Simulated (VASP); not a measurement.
# Pb2O (Pn-3m) in VASP: a series of runs, part 2 of 2

VASP 6.6.1. The steps go on from the part before.

## Step 3: Single point, PBEsol (23.62 Å³/atom)

This run uses another cell than the first one, of 23.62 Å³/atom.

Input file INCAR:

```
SYSTEM = Pb2O
ALGO     = Normal         ! electronic algorithm
EDIFF    = 1E-7           ! SCF threshold, eV
ENCUT    = 520            ! plane-wave cutoff, eV
GGA      = PS             ! functional
ISIF     = 2              ! what is computed and relaxed
ISMEAR   = 0              ! smearing method
LASPH    = .True.         ! aspherical terms in the spheres
LCHARG   = .False.        ! write CHGCAR
LREAL    = .False.        ! projectors in reciprocal space
LWAVE    = .False.        ! write WAVECAR
NBANDS   = 43             ! bands
NELM     = 60             ! most SCF steps
PREC     = Accurate       ! precision mode
SIGMA    = 0.1            ! smearing width, eV
```

Input file KPOINTS:

```
k-points
0
Gamma
  8 8 8
  0 0 0
```

Input file POSCAR:

```
Pb2O
1.0
    5.2135003429      0.0000000000      0.0000000000
    0.0000000000      5.2135003429      0.0000000000
    0.0000000000      0.0000000000      5.2135003429
Pb O
4 2
Direct
    0.2500000000      0.2500000000      0.2500000000
    0.7500000000      0.7500000000      0.2500000000
    0.2500000000      0.7500000000      0.7500000000
    0.7500000000      0.2500000000      0.7500000000
    0.0000000000      0.0000000000      0.0000000000
    0.5000000000      0.5000000000      0.5000000000
```

Potentials or basis: VASP PAW PBE potentials, release 64 (Pb_d, O).

The run is started by

```sh
> cat potpaw_PBE.64/Pb_d/POTCAR potpaw_PBE.64/O/POTCAR > POTCAR
> mpirun -np 1 vasp_std > vasp.out
```

OUTCAR:

```text
SYSTEM = Pb2O
   EDIFF = 1E-7
   ENCUT = 520
   GGA = PS
   ISIF = 2
   ISMEAR = 0
   LASPH = .True.
   LREAL = .False.
   NELM = 60
   PREC = Accurate

 ion  position               nearest neighbor table
   1  0.250  0.250  0.250-   5 2.26   6 2.26   4 3.69   2 3.69   3 3.69   3 3.69   4 3.69   2 3.69
                             3 3.69   3 3.69   2 3.69   4 3.69   4 3.69   2 3.69
   2  0.750  0.750  0.250-   5 2.26   6 2.26   4 3.69   1 3.69   3 3.69   3 3.69   4 3.69   1 3.69
                             4 3.69   4 3.69   1 3.69   3 3.69   3 3.69   1 3.69
   3  0.250  0.750  0.750-   5 2.26   6 2.26   4 3.69   1 3.69   2 3.69   1 3.69   2 3.69   1 3.69
                             4 3.69   1 3.69   2 3.69   4 3.69   2 3.69   4 3.69
   4  0.750  0.250  0.750-   5 2.26   6 2.26   3 3.69   1 3.69   2 3.69   1 3.69   2 3.69   2 3.69
                             3 3.69   2 3.69   1 3.69   3 3.69   1 3.69   3 3.69
   5  0.000  0.000  0.000-   1 2.26   2 2.26   3 2.26   4 2.26
   6  0.500  0.500  0.500-   1 2.26   2 2.26   3 2.26   4 2.26

  LATTYP: Found a simple cubic cell.
 ALAT       =     5.2135003429

  Lattice vectors:

 A1 = (   5.2135003429,   0.0000000000,   0.0000000000)
 A2 = (   0.0000000000,   5.2135003429,   0.0000000000)
 A3 = (   0.0000000000,   0.0000000000,   5.2135003429)

Analysis of symmetry for initial positions (statically):
=====================================================================
 Subroutine PRICEL returns:
 Original cell was already a primitive cell.

 Routine SETGRP: Setting up the symmetry group for a
 simple cubic supercell.

 Subroutine GETGRP returns: Found 48 space group operations
 (whereof 24 operations were pure point group operations)
 out of a pool of 48 trial point group operations.

The static configuration has the point symmetry T_d .
 The point group associated with its full space group is O_h .

Analysis of symmetry for dynamics (positions and initial velocities):
=====================================================================
 Subroutine PRICEL returns:
[... 142 lines left out ...]
   LORBIT       =      0    0 simple, 1 ext, 2 COOP (PROOUT), +10 PAW based schemes
   GGA     = PS    functional components
   LHFCALC =     F    Hartree Fock is set to
   AEXX    =    0.0000 exact exchange contribution
   IVDW    =     0    specifies the selected vdW correction
   LEPSILON=     F    determine dielectric tensor
   LRPA    =     F    only Hartree local field effects (RPA)
 non-spin polarized calculation
 Gauss-broadening in eV      SIGMA  =   0.10
  energy-cutoff  :      520.00
  volume of cell :      141.71
 maximum number of plane-waves:      3840
 NGX is ok and might be reduce to    40
   NGX = 19   NGY = 19   NGZ = 19

 number of electron      67.9999977 magnetization

 Free energy of the ion-electron system (eV)
  ---------------------------------------------------
  ext. energy  EPLUGINS =         0.00000000
  ---------------------------------------------------
  free energy    TOTEN  =       -28.37914129 eV

  energy without entropy =      -28.37108406  energy(sigma->0) =      -28.37511267

 E-fermi :   5.6941     XC(G=0): -10.1770

 val. band max:        5.6622356622   @ k =   0.3750   0.3750   0.3750
 cond. band min:       5.6981532037   @ k =   0.3750   0.0000   0.0000
 fundamental gap:      0.0359175415
 Fermi energy:         5.6940931165

 k-point     1 :       0.0000    0.0000    0.0000
  band No.  band energies     occupation
      1     -13.3784      2.00000
      2     -12.0694      2.00000
      3     -10.6561      2.00000
      4     -10.6561      2.00000
      5     -10.5829      2.00000
      6     -10.5829      2.00000
[... 1093 lines left out ...]
     42      11.7347      0.00000
     43      13.3755      0.00000

 [... further k-points ...]

------------------------ aborting loop because EDIFF is reached ----------------------------------------

  FORCE on cell =-STRESS in cart. coord.  units (eV):
  Direction    XX          YY          ZZ          XY          YZ          ZX
  --------------------------------------------------------------------------------------
  -------------------------------------------------------------------------------------
  Total        5.5703866      5.5703866      5.5703866     -0.0000000      0.0000000      0.0000000
  in kB       62.9807318     62.9807318     62.9807318     -0.0000000      0.0000000      0.0000000
  external PRESSURE =      62.9807318 kB  Pullay stress =       0.0000000 kB

 VOLUME and BASIS-vectors are now :
 -----------------------------------------------------------------------------
  energy-cutoff  :      520.00
  volume of cell :      141.71
      direct lattice vectors                 reciprocal lattice vectors
     5.213500343  0.000000000  0.000000000     0.191809712  0.000000000  0.000000000
     0.000000000  5.213500343  0.000000000     0.000000000  0.191809712  0.000000000
     0.000000000  0.000000000  5.213500343     0.000000000  0.000000000  0.191809712

 POSITION                                       TOTAL-FORCE (eV/Angst)
 -----------------------------------------------------------------------------------
      1.30338      1.30338      1.30338         0.000000      0.000000      0.000000
      3.91013      3.91013      1.30338         0.000000     -0.000000      0.000000
      1.30338      3.91013      3.91013         0.000000      0.000000     -0.000000
      3.91013      1.30338      3.91013        -0.000000      0.000000     -0.000000
      0.00000      0.00000      0.00000         0.000000     -0.000000     -0.000000
      2.60675      2.60675      2.60675        -0.000000     -0.000000      0.000000
 -----------------------------------------------------------------------------------
    total drift:                                0.000000      0.000000     -0.000000

  FREE ENERGIE OF THE ION-ELECTRON SYSTEM (eV)
  ---------------------------------------------------
  free  energy   TOTEN  =       -28.3791412875 eV

  energy  without entropy=      -28.3710840572  energy(sigma->0) =      -28.37511267
```

OSZICAR:

```text
N       E                     dE             d eps       ncg     rms          rms(c)
DAV:   1     0.873053250529E+03    0.87305E+03   -0.32596E+04  3010   0.190E+03
DAV:   2     0.966045748335E+02   -0.77645E+03   -0.75557E+03  3021   0.515E+02
DAV:   3    -0.254144101105E+02   -0.12202E+03   -0.11777E+03  3934   0.227E+02
DAV:   4    -0.334445708519E+02   -0.80302E+01   -0.79610E+01  3838   0.604E+01
DAV:   5    -0.335944326991E+02   -0.14986E+00   -0.14981E+00  3876   0.914E+00    0.126E+01
DAV:   6    -0.285848367000E+02    0.50096E+01   -0.21363E+01  4528   0.320E+01    0.604E+00
DAV:   7    -0.284535243859E+02    0.13131E+00   -0.44299E+00  3845   0.114E+01    0.237E+00
DAV:   8    -0.284223674747E+02    0.31157E-01   -0.39637E-01  3528   0.308E+00    0.127E+00
DAV:   9    -0.283856631953E+02    0.36704E-01   -0.10083E-01  4161   0.281E+00    0.679E-01
DAV:  10    -0.283789811642E+02    0.66820E-02   -0.50643E-02  4419   0.187E+00    0.154E-01
DAV:  11    -0.283792918394E+02   -0.31068E-03   -0.72861E-03  4644   0.559E-01    0.720E-02
DAV:  12    -0.283792945364E+02   -0.26970E-05   -0.12258E-03  4240   0.314E-01    0.891E-02
DAV:  13    -0.283791383304E+02    0.15621E-03   -0.31970E-04  4123   0.141E-01    0.245E-02
DAV:  14    -0.283791425985E+02   -0.42681E-05   -0.15585E-04  3635   0.565E-02    0.905E-03
DAV:  15    -0.283791424430E+02    0.15550E-06   -0.12852E-05  4060   0.249E-02    0.455E-03
DAV:  16    -0.283791413338E+02    0.11092E-05   -0.19478E-06  3743   0.106E-02    0.101E-03
DAV:  17    -0.283791412875E+02    0.46247E-07   -0.51723E-07  2917   0.382E-03
   1 F= -.28379141E+02 E0= -.28375113E+02  d E =-.805723E-02
```

Wall time 6.5 min (1 thread of Intel Xeon 8259CL, shared host); peak memory 0.34 GiB.

What came out:

```
Free energy            : -28.3791 eV
Pressure               : 6.3 GPa
Band gap on the k mesh : zero (bands 34 and 35 overlap by 0.88 eV)
```

Caveat: the cell stands under pressure; the PAW data sets were made with another functional, which shifts forces and pressure a little; spin-orbit coupling is left out, which moves the levels of the heavy elements.

## Step 4: Single point, PBEsol (24.40 Å³/atom)

This run uses another cell than the first one, of 24.40 Å³/atom.

Input file INCAR:

```
SYSTEM = Pb2O
PREC     = Accurate       ! precision mode
ENCUT    = 520            ! plane-wave cutoff, eV
EDIFF    = 1E-6           ! SCF threshold, eV
ISMEAR   = 0              ! smearing method
SIGMA    = 0.1            ! smearing width, eV
LREAL    = .FALSE.        ! projectors in reciprocal space
LASPH    = .TRUE.         ! aspherical terms in the spheres
NELM     = 80             ! most SCF steps
ALGO     = Normal         ! electronic algorithm
ISIF     = 2              ! what is computed and relaxed
LWAVE    = .FALSE.        ! write WAVECAR
LCHARG   = .TRUE.         ! write CHGCAR
GGA      = PS             ! functional
LELF     = .TRUE.         ! ELF
LVHAR    = .TRUE.       
NBANDS   = 43             ! bands
```

Input file KPOINTS:

```
Automatic mesh
0
G
  8 8 8
  0 0 0
```

Edit POSCAR of step 3 so:

```diff
@@ -2,5 +2,5 @@
 1.0
-    5.2135003429      0.0000000000      0.0000000000
-    0.0000000000      5.2135003429      0.0000000000
-    0.0000000000      0.0000000000      5.2135003429
+    5.2701732649      0.0000000000      0.0000000000
+    0.0000000000      5.2701732649      0.0000000000
+    0.0000000000      0.0000000000      5.2701732649
 Pb O
```

The run is started by

```sh
> cat potpaw_PBE.64/Pb_d/POTCAR potpaw_PBE.64/O/POTCAR > POTCAR
> mpirun -np 1 vasp_std > vasp.out
```

Wall time 6.7 min (1 thread of Intel Xeon 8259CL, shared host); peak memory 0.34 GiB.

It converged, with:

- Free energy: -28.5297 eV
- Pressure: 3.8 GPa
- Band gap on the k mesh: zero (bands 34 and 35 overlap by 0.89 eV)

Levels at points of the mesh, in eV from the Fermi level:
```tsv
k point	band 30	band 31	band 32	band 33	band 34	band 35	band 36	band 37	band 38	band 39
(0.00, 0.00, 0.00)	-2.19	-2.19	-0.37	-0.37	-0.37	2.26	2.26	2.26	2.90	5.78
(0.50, 0.00, 0.00)	-2.43	-0.85	-0.85	-0.62	-0.62	1.22	1.22	2.05	2.05	4.46
(0.50, 0.50, 0.00)	-3.24	-1.13	-1.13	-0.11	-0.11	1.66	1.66	2.08	2.08	4.62
(0.50, 0.50, 0.50)	-0.92	-0.92	-0.92	-0.75	-0.75	-0.75	1.41	4.96	4.96	5.04
```

Caveat: the cell stands under pressure; the PAW data sets were made with another functional, which shifts forces and pressure a little; spin-orbit coupling is left out, which moves the levels of the heavy elements.

## Step 5: Single point, PBEsol (25.17 Å³/atom)

This run uses another cell than the first one, of 25.17 Å³/atom.

Input file INCAR:

```
ALGO = Normal
EDIFF = 1E-7
ENCUT = 520
GGA = PS
ISIF = 2
ISMEAR = 0
LASPH = T
LCHARG = T
LELF = T
LREAL = F
LVHAR = T
LWAVE = F
NBANDS = 43
NELM = 80
PREC = Accurate
SIGMA = 0.1
```

Input file KPOINTS:

```
k-points
0
Gamma
  8 8 8
```

Edit POSCAR of step 4 so:

```diff
@@ -2,5 +2,5 @@
 1.0
-    5.2701732649      0.0000000000      0.0000000000
-    0.0000000000      5.2701732649      0.0000000000
-    0.0000000000      0.0000000000      5.2701732649
+    5.3256528500      0.0000000000      0.0000000000
+    0.0000000000      5.3256528500      0.0000000000
+    0.0000000000      0.0000000000      5.3256528500
 Pb O
```

The run is started by

```sh
> cat potpaw_PBE.64/Pb_d/POTCAR potpaw_PBE.64/O/POTCAR > POTCAR
> mpirun -np 1 vasp_std > vasp.out
```

It took 6.7 min on 1 thread of Intel Xeon 8259CL, shared host; peak memory 0.34 GiB.

The run converged. Its results:

* Free energy: -28.6139 eV
* Pressure: 1.7 GPa
* Band gap on the k mesh: zero (bands 34 and 35 overlap by 0.89 eV)

Levels at points of the mesh, in eV from the Fermi level:
| k point | band 32 | band 33 | band 34 | band 35 | band 36 | band 37 |
| --- | --- | --- | --- | --- | --- | --- |
| (0.00, 0.00, 0.00) | -0.43 | -0.43 | -0.43 | 2.21 | 2.21 | 2.21 |
| (0.50, 0.00, 0.00) | -0.88 | -0.58 | -0.58 | 1.15 | 1.15 | 2.02 |
| (0.50, 0.50, 0.00) | -1.15 | -0.10 | -0.10 | 1.57 | 1.57 | 2.04 |
| (0.50, 0.50, 0.50) | -0.86 | -0.77 | -0.77 | -0.77 | 1.38 | 4.81 |

Caveat: the PAW data sets were made with another functional, which shifts forces and pressure a little; spin-orbit coupling is left out, which moves the levels of the heavy elements.

## Step 6: Summary

| cell | gap on the mesh (eV) | pressure (GPa) |
| --- | --- | --- |
| a = 5.156 Å, 6 atoms | none | 9.2 |
| a = 5.214 Å, 6 atoms | none | 6.3 |
| a = 5.270 Å, 6 atoms | none | 3.8 |
| a = 5.326 Å, 6 atoms | none | 1.7 |

Alike in all rows: task single point; level PBEsol; potentials or basis VASP PAW PBE potentials, release 64 (Pb_d, O); no spin polarisation; k mesh 8 × 8 × 8; cutoff (eV) 520; smearing gaussian 0.1 eV.

Caveats: the PAW data sets were made with another functional, which shifts forces and pressure a little; spin-orbit coupling is left out, which moves the levels of the heavy elements; the cell stands under pressure (at least some runs).

Absolute energies hang on the potentials; compare differences alone.

The gap in the log of VASP goes by the Fermi energy; the results here count the filled bands.